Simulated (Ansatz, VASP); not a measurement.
# Os in VASP and in Ansatz

```
Os
1.0
     2.67423    0.00000    0.00000
    -1.33711    2.31595    0.00000
     0.00000    0.00000    5.63737
Os
2
Direct
  0.00000 0.00000 0.29629
  0.00000 0.00000 0.70371
```

Alike in both runs: functional PBE; k mesh 6 × 6 × 4; occupations gaussian, width 0.1 eV; no spin polarisation.

Ansatz relaxed the structure, and its values are those at the end. VASP's run is a single point on that final structure, the one shown.

|  | VASP | Ansatz |
| --- | --- | --- |
| version | VASP 6.6.1 | Ansatz 0.2.0 |
| potentials or method | VASP PAW PBE potentials, release 64 (Os), cutoff 600 eV | scalar-relativistic, plane waves, PAW |
| valence electrons in the cell | 16 | 32 |

Ansatz gave:

```
gap on the k mesh at the Fermi level (eV) : none
pressure (GPa)                            : -0.1
rms of the force components (eV/Å)        : 0.000
```

Problem. Which values does VASP return?

Solution. gap on the k mesh at the Fermi level (eV): none; pressure (GPa): -0.5; rms of the force components (eV/Å): 0.080.

A gap of «none» marks a metal or a gap that the smearing closes. VASP's potentials hold 16 valence electrons a cell and Ansatz's 32, so a difference there can come from the potentials and not from the codes.

The k mesh is coarse, so the values compare programs but aren't converged. Neither program's run includes spin-orbit coupling.
